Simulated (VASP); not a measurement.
# Mg12O13 in VASP: single point with PBE

Aim: the single point of Mg12O13 with PBE.

All numbers are computed with VASP 6.6.1; they aren't measurements. Logs are shortened: lines on timing, memory, paths and dates and some standing lists are left out, and cuts for length are marked.

## 1. The cell of the first run

The cell holds a slab with vacuum, 25 atoms: a = 5.614 Å, b = 5.614 Å, c = 18.730 Å, α = 90.00°, β = 90.00°, γ = 60.00°.

## 2. Single point, PBE, collinear spin

INCAR reads:

```
ALGO     = Normal         # electronic algorithm
EDIFF    = 1E-6           # SCF threshold, eV
ENCUT    = 520            # plane-wave cutoff, eV
GGA      = PE             # functional
ISIF     = 2              # what is computed and relaxed
ISMEAR   = -1             # smearing method
ISPIN    = 2              # spin polarisation
LASPH    = T              # aspherical terms in the spheres
LCHARG   = T              # write CHGCAR
LELF     = T              # ELF
LORBIT   = 11             # projections on sites
LREAL    = Auto         
LVHAR    = T            
LWAVE    = F              # write WAVECAR
MAGMOM   = 0 0 0 0 0 0 0 0 0 0 0 0 0 0 0 0 0 0 0 0 0 0 0 0 1 # initial moments
NBANDS   = 73             # bands
NELM     = 150            # most SCF steps
PREC     = Accurate       # precision mode
SIGMA    = 0.02           # smearing width, eV
```

KPOINTS reads:

```
k-points
0
Gamma
  2 2 1
```

POSCAR reads:

```
Mg12O13
1.0
    5.6144280000      0.0000000000      0.0000000000
    2.8072140000      4.8622370000      0.0000000000
    0.0000000000      0.0000000000     18.7302010000
Mg O
12 13
Direct
    0.0000000000      0.0000000000      0.0533897000
    0.0000000000      0.5000000000      0.0533897000
    0.5000000000      0.0000000000      0.0533897000
    0.5000000000      0.5000000000      0.0533897000
    0.6676224243      0.6647395104      0.1882728915
    0.6676221619      0.1676367181      0.1882693024
    0.1666365492      0.6666763261      0.1871992306
    0.1647323691      0.1676336604      0.1882898620
    0.3398741705      0.3200563850      0.3208095859
    0.3398837406      0.8400391505      0.3207879453
    0.8332234533      0.3333749389      0.3292576528
    0.8199810720      0.8399903570      0.3208745225
    0.3333333000      0.8333333000      0.1145765000
    0.3333333000      0.3333333000      0.1145765000
    0.8333333000      0.8333333000      0.1145765000
    0.8333333000      0.3333333000      0.1145765000
    0.0027083949      0.5027640593      0.2506133669
    0.0027045848     -0.0054766576      0.2506084509
    0.4944980554      0.5027447086      0.2505936277
    0.5000205258     -0.0000059724      0.2464678469
    0.6618309462      0.1621435287      0.3808296727
    0.6617970278      0.6760032541      0.3808210120
    0.1758611921      0.1620231192      0.3808097548
    0.1664388850      0.6667140946      0.4051129883
    0.1647136430      0.6675094847      0.4701239272
```

Potentials or basis: VASP PAW PBE potentials, release 64 (Mg, O).

Command:

```
$ cat potpaw_PBE.64/Mg/POTCAR potpaw_PBE.64/O/POTCAR > POTCAR
$ mpirun -np 1 vasp_std > vasp.out
```

OUTCAR:

```text
EDIFF = 1E-6
   ENCUT = 520
   GGA = PE
   ISIF = 2
   ISMEAR = -1
   ISPIN = 2
   LASPH = T
   LORBIT = 11
   LREAL = Auto
   NELM = 150
   PREC = Accurate

 ion  position               nearest neighbor table
   1  0.000  0.000  0.053-  16 1.99  13 1.99  15 1.99   2 2.81   2 2.81   4 2.81   4 2.81   3 2.81
                             3 2.81   7 2.98   6 3.00   8 3.00
   2  0.000  0.500  0.053-  15 1.99  14 1.99  16 1.99   1 2.81   1 2.81   3 2.81   3 2.81   4 2.81
                             4 2.81   7 2.98   5 3.00   8 3.00
   3  0.500  0.000  0.053-  14 1.99  15 1.99  13 1.99   4 2.81   2 2.81   4 2.81   2 2.81   1 2.81
                             1 2.81   6 3.01   5 3.01   8 3.01
   4  0.500  0.500  0.053-  13 1.99  16 1.99  14 1.99   3 2.81   1 2.81   3 2.81   1 2.81   2 2.81
                             2 2.81   7 2.98   6 3.00   5 3.00
   5  0.668  0.665  0.188-  20 1.96  19 2.00  17 2.00  16 2.12  13 2.13  15 2.13   6 2.79   8 2.79
                             7 2.81   7 2.81   8 2.82   6 2.82  10 2.95  12 2.95   4 3.00   2 3.00
   6  0.668  0.168  0.188-  20 1.96  19 2.00  18 2.00  16 2.12  14 2.13  15 2.13   5 2.79   8 2.79
                             7 2.81   7 2.81   8 2.82   5 2.82   9 2.95  12 2.95   4 3.00   1 3.00
   7  0.167  0.667  0.187-  19 1.99  18 1.99  17 1.99  15 2.12  14 2.12  13 2.12   5 2.81   6 2.81
                             8 2.81   8 2.81   6 2.81   5 2.81   2 2.98   1 2.98   4 2.98  10 3.02
   8  0.165  0.168  0.188-  20 1.96  18 2.00  17 2.00  16 2.12  13 2.13  14 2.13   5 2.79   6 2.79
                             7 2.81   7 2.81   6 2.82   5 2.82  10 2.95   9 2.95   1 3.00   2 3.00
   9  0.340  0.320  0.321-  21 1.93  23 1.93  20 2.09  17 2.10  19 2.10  24 2.31  10 2.69  12 2.70
                            11 2.81  11 2.81  12 2.92  10 2.92   8 2.95   6 2.95   7 3.02
  10  0.340  0.840  0.321-  22 1.93  23 1.93  20 2.09  18 2.10  19 2.10  24 2.31   9 2.69  12 2.70
                            11 2.81  11 2.81  12 2.92   9 2.92   8 2.95   5 2.95   7 3.02
  11  0.833  0.333  0.329-  23 1.93  22 1.93  21 1.93  19 2.21  18 2.21  17 2.21  12 2.81   9 2.81
                            12 2.81  10 2.81  10 2.81   9 2.81   6 3.09   5 3.09   8 3.09
  12  0.820  0.840  0.321-  22 1.93  21 1.93  20 2.09  17 2.10  18 2.10  24 2.31  10 2.70   9 2.70
                            11 2.81  11 2.81   9 2.92  10 2.92   5 2.95   6 2.95   7 3.02
  13  0.333  0.833  0.115-   4 1.99   1 1.99   3 1.99   7 2.12   5 2.13   8 2.13
  14  0.333  0.333  0.115-   3 1.99   2 1.99   4 1.99   7 2.12   6 2.13   8 2.13
  15  0.833  0.833  0.115-   2 1.99   3 1.99   1 1.99   7 2.12   6 2.13   5 2.13
  16  0.833  0.333  0.115-   1 1.99   4 1.99   2 1.99   6 2.12   5 2.12   8 2.12
  17  0.003  0.503  0.251-   7 1.99   8 2.00   5 2.00   9 2.10  12 2.10  11 2.21
  18  0.003  0.995  0.251-   7 1.99   8 2.00   6 2.00  10 2.10  12 2.10  11 2.21
  19  0.494  0.503  0.251-   7 1.99   6 2.00   5 2.00  10 2.10   9 2.10  11 2.21
  20  0.500  1.000  0.246-   8 1.96   6 1.96   5 1.96  10 2.09   9 2.09  12 2.09
  21  0.662  0.162  0.381-  11 1.93   9 1.93  12 1.93
  22  0.662  0.676  0.381-  11 1.93  10 1.93  12 1.93
  23  0.176  0.162  0.381-  11 1.93  10 1.93   9 1.93
  24  0.166  0.667  0.405-  25 1.22  12 2.31   9 2.31  10 2.31
  25  0.165  0.668  0.470-  24 1.22

  LATTYP: Found a hexagonal cell.
 ALAT       =     5.6144277612
[... 232 lines left out ...]
      1     -28.7174      1.00000
      2     -21.0320      1.00000
      3     -19.9231      1.00000
      4     -19.8600      1.00000
      5     -19.7906      1.00000
      6     -19.7902      1.00000
[... 253 lines left out ...]
     62       5.8437      0.00000
     63       6.4821      0.00000
 Fermi energy:        -1.3207704036

 spin component 2

 k-point     1 :       0.0000    0.0000    0.0000
  band No.  band energies     occupation
      1     -27.5837      1.00000
      2     -21.0331      1.00000
      3     -19.9305      1.00000
      4     -19.8619      1.00000
      5     -19.7920      1.00000
      6     -19.7917      1.00000
[... 253 lines left out ...]
     62       5.9056      0.00000
     63       6.4795      0.00000
 [bands above 63 left out]

------------------------ aborting loop because EDIFF is reached ----------------------------------------

  FORCE on cell =-STRESS in cart. coord.  units (eV):
  Direction    XX          YY          ZZ          XY          YZ          ZX
  --------------------------------------------------------------------------------------
  -------------------------------------------------------------------------------------
  Total       43.8473709     43.8494073      3.6715228      0.0004188     -0.0021003      0.0090219
  in kB      137.3947258    137.4011068     11.5046320      0.0013122     -0.0065813      0.0282700
  external PRESSURE =      95.4334882 kB  Pullay stress =       0.0000000 kB

 VOLUME and BASIS-vectors are now :
 -----------------------------------------------------------------------------
  energy-cutoff  :      520.00
  volume of cell :      511.31
      direct lattice vectors                 reciprocal lattice vectors
     5.614428000  0.000000000  0.000000000     0.178112534 -0.102833325  0.000000000
     2.807214000  4.862237000  0.000000000     0.000000000  0.205666651  0.000000000
     0.000000000  0.000000000 18.730201000     0.000000000  0.000000000  0.053389710

 POSITION                                       TOTAL-FORCE (eV/Angst)
 -----------------------------------------------------------------------------------
      0.00000      0.00000      1.00000         0.000184     -0.014686     -0.732528
      1.40361      2.43112      1.00000         0.012769      0.007255     -0.732543
      2.80721      0.00000      1.00000        -0.000379      0.000187     -0.656395
      4.21082      2.43112      1.00000        -0.013036      0.007620     -0.732617
      5.61438      3.23212      3.52639         0.000466      0.012780     -0.066510
      4.21891      0.81509      3.52632        -0.010994     -0.006759     -0.065677
[... 17 lines left out ...]
      2.80607      3.24172      7.58785         0.007488     -0.003022     -1.087484
      2.79861      3.24559      8.80552        -0.003464      0.001753      1.069864
 -----------------------------------------------------------------------------------
    total drift:                                0.002542     -0.002260     -0.000214

  FREE ENERGIE OF THE ION-ELECTRON SYSTEM (eV)
  ---------------------------------------------------
  free  energy   TOTEN  =      -126.1527671361 eV

  energy  without entropy=     -126.1443142389  energy(sigma->0) =     -126.14854069

 total charge

# of ion       s       p       d       tot
------------------------------------------
    1        0.202   0.188   0.065   0.455
    2        0.202   0.188   0.065   0.455
    3        0.202   0.188   0.064   0.454
    4        0.202   0.188   0.065   0.455
    5        0.165   0.208   0.098   0.471
    6        0.165   0.208   0.098   0.471
[... 17 lines left out ...]
   24        1.583   3.421   0.000   5.004
   25        1.622   3.228   0.000   4.850
--------------------------------------------------
tot         22.525  48.093   1.032  71.650

 magnetization (x)

# of ion       s       p       d       tot
------------------------------------------
    1       -0.000  -0.000  -0.000  -0.001
    2       -0.000  -0.000  -0.000  -0.001
    3       -0.000  -0.000  -0.000  -0.001
    4       -0.000  -0.000  -0.000  -0.001
    5        0.000   0.000   0.000   0.000
    6        0.000   0.000   0.000   0.000
[... 17 lines left out ...]
   24        0.010   0.625   0.000   0.635
   25        0.011   0.877   0.000   0.888
--------------------------------------------------
tot          0.024   0.377  -0.016   0.385
```

stdout:

```text
POSCAR found type information on POSCAR MgO
 POSCAR found :  2 types and      25 ions
 scaLAPACK will be used
 LDA part: xc-table for (Slater+PW92), standard interpolation
 POSCAR, INCAR and KPOINTS ok, starting setup
 FFT: planning ... GRIDC
 FFT: planning ... GRID_SOFT
 FFT: planning ... GRID
 WAVECAR not read
 entering main loop
```

Wall time 30 min (1 thread of Intel Xeon Platinum 8259CL at 2.50GHz (Skylake/Cascade Lake), shared host); peak memory 0.83 GiB.

Results:

* Free energy: -126.1528 eV
* Largest force: 1.088 eV/Å
* Net moment: 0.54 μB per cell
* Site moments: Mg -0.00, +0.00, -0.01 (each value once); O -0.00, +0.00, -0.38, +0.64, +0.89 (each value once) μB
* Valence electrons inside the program's atomic spheres: Mg 0.46, 0.45, 0.47, 0.48, 0.49 (each value once); O 5.15, 5.14, 5.18, 4.98, 5.00, 4.85 (each value once)

Forces in eV/Å, atoms in the order of the input:
```
Mg   0.000 -0.015 -0.733
Mg   0.013  0.007 -0.733
Mg   0.000  0.000 -0.656
Mg  -0.013  0.008 -0.733
Mg   0.000  0.013 -0.067
Mg  -0.011 -0.007 -0.066
Mg   0.000  0.000 -0.024
Mg   0.011 -0.006 -0.069
Mg   0.002 -0.029 -0.016
Mg   0.025  0.013 -0.014
Mg  -0.001  0.000 -0.082
Mg  -0.025  0.015 -0.022
O   -0.043 -0.024  0.686
O   -0.001  0.049  0.686
O    0.042 -0.025  0.686
O    0.000  0.000  0.982
O   -0.027 -0.016  0.070
O    0.000  0.031  0.070
O    0.026 -0.015  0.071
O   -0.002  0.001  0.001
O    0.019  0.010 -0.007
O    0.001 -0.022 -0.007
O   -0.019  0.011 -0.008
O    0.007 -0.003 -1.087
O   -0.003  0.002  1.070
```

Levels at points of the mesh, in eV from the Fermi level:
Spin up:
| k point | band 48 | band 49 | band 50 | band 51 | band 52 | band 53 | band 54 | band 55 | band 56 | band 57 |
| --- | --- | --- | --- | --- | --- | --- | --- | --- | --- | --- |
| (0.00, 0.00, 0.00) | -0.45 | -0.45 | 0.02 | 0.74 | 0.74 | 2.67 | 2.67 | 2.68 | 3.86 | 4.24 |
| (0.50, 0.00, 0.00) | -0.59 | -0.46 | -0.36 | -0.08 | -0.07 | 0.61 | 2.19 | 2.19 | 4.92 | 5.89 |
| (0.50, 0.50, 0.00) | -0.59 | -0.46 | -0.36 | -0.08 | -0.07 | 0.61 | 2.19 | 2.19 | 4.92 | 5.89 |
| (0.00, 0.50, 0.00) | -0.59 | -0.46 | -0.36 | -0.08 | -0.07 | 0.61 | 2.19 | 2.19 | 4.92 | 5.89 |
Spin down:
| k point | band 49 | band 50 | band 51 | band 52 | band 53 | band 54 |
| --- | --- | --- | --- | --- | --- | --- |
| (0.00, 0.00, 0.00) | -0.44 | -0.44 | 0.78 | 0.78 | 2.66 | 2.66 |
| (0.50, 0.00, 0.00) | -0.44 | -0.10 | -0.08 | 0.48 | 0.72 | 2.18 |
| (0.50, 0.50, 0.00) | -0.44 | -0.10 | -0.08 | 0.48 | 0.72 | 2.18 |
| (0.00, 0.50, 0.00) | -0.44 | -0.10 | -0.08 | 0.48 | 0.72 | 2.18 |

Caveat: the k points lie up to 0.65 Å⁻¹ apart; the standard files for N, O and F lose accuracy on very short bonds; there is no dipole correction, which matters where the two faces differ.
